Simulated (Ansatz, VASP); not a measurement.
# Two plane-wave programs on CuO

Contents of INCAR:

```
SYSTEM = CuO
ALGO     = Normal         ! electronic algorithm
EDIFF    = 1E-8           ! SCF threshold, eV
ENCUT    = 520            ! plane-wave cutoff, eV
GGA      = PE             ! functional
ISIF     = 2              ! what is computed and relaxed
ISMEAR   = -1             ! smearing method
LASPH    = .TRUE.         ! aspherical terms in the spheres
LCHARG   = .FALSE.        ! write CHGCAR
LEFG     = .TRUE.       
LREAL    = .FALSE.        ! projectors in reciprocal space
LWAVE    = .FALSE.        ! write WAVECAR
NBANDS   = 16             ! bands
NELM     = 60             ! most SCF steps
PREC     = Accurate       ! precision mode
SIGMA    = 0.08           ! smearing width, eV
```

The input KPOINTS:

```
k-points
0
G
  24 24 24
  0 0 0
```

POSCAR

```
CuO
1.0
    0.0000000000      2.1225350073      2.1225350073
    2.1225350073      0.0000000000      2.1225350073
    2.1225350073      2.1225350073      0.0000000000
Cu O
1 1
Direct
    0.0000000000      0.0000000000      0.0000000000
    0.5000000000      0.5000000000      0.5000000000
```

Input for Ansatz:

```yaml
crystal:
  lattice:
    - [0.0, 2.1225350073, 2.1225350073]
    - [2.1225350073, 0.0, 2.1225350073]
    - [2.1225350073, 2.1225350073, 0.0]
  atoms:
    - { symbol: Cu, position: [0.0, 0.0, 0.0] }
    - { symbol: O, position: [0.5, 0.5, 0.5] }
kpoints:
  mp_grid: { grid: [24, 24, 24] }
  band_path:
    path:
      - [0.0, 0.0, 0.0]
      - [0.5, 0.0, 0.5]
      - [0.625, 0.25, 0.625]
      - [0.375, 0.375, 0.75]
      - [0.0, 0.0, 0.0]
      - [0.5, 0.5, 0.5]
      - [0.5, 0.25, 0.75]
      - [0.5, 0.0, 0.5]
    npoints: 14
scf:
  occupations: { method: fermi_dirac, width: 0.08 }
  mixing: { preconditioner: kerker }
hamiltonian:
  xc: pbe
  pseudopotentials: { kind: paw }
output:
  forces: true
  stress: true
  eigenvalues: true
  efg: { contact_densities: true }
  populations: true
```

Alike in both runs: task electric field gradients; functional PBE; k mesh 24 × 24 × 24; occupations fermi-dirac, width 0.08 eV; no spin polarisation.

```csv
,VASP,Ansatz
version,VASP 6.6.1,Ansatz 0.2.0
potentials or method,"VASP PAW PBE potentials, release 64 (Cu, O)","PAW with Ansatz's default frozen-core files, scalar-relativistic"
plane-wave cutoff (eV),520,420
valence electrons in the cell,17,25
```

|  | VASP | Ansatz | Ansatz less VASP |
| --- | --- | --- | --- |
| gap on the k mesh at the Fermi level (eV) | none | none | - |
| pressure (GPa) | 0.3 | 0.0 | -0.26 |

A gap of «none» marks a metal or a gap that the smearing closes. VASP's potentials hold 17 valence electrons a cell and Ansatz's 25, so a difference there can come from the potentials and not from the codes.
